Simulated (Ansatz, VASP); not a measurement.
**Two plane-wave programs on O**

```
CELL_PARAMETERS angstrom
3.89226 0.00000 0.00000
0.00000 3.78946 0.00000
-0.99666 0.00000 2.86481
ATOMIC_POSITIONS crystal
O 0.33297 0.69412 0.68129
O 0.66703 0.69412 0.81871
O 0.66703 0.30588 0.31871
O 0.33297 0.30588 0.18130
```

Alike in both runs: task single point; functional PBEsol; k mesh 6 × 6 × 6; occupations gaussian, width 0.05 eV; no spin polarisation.

```csv
,VASP,Ansatz
version,VASP 6.6.1,Ansatz 0.2.0
potentials or method,"VASP PAW PBE potentials, release 64 (O), cutoff 520 eV","plane waves, PAW"
valence electrons in the cell,24,24
```

```csv
,VASP,Ansatz,Ansatz less VASP
pressure (GPa),0.9,-2.5,-3.38
"traceless stress, the component that is largest in VASP (GPa)",-1.07,-7.33,-6.256
```

VASP's potentials were made for PBE, not for PBEsol. With one functional, cell and mesh, what is left measures potentials, basis and numerics.

Noted on VASP's run: the standard files for N, O and F lose accuracy on very short bonds; spin is off for a triplet molecule.
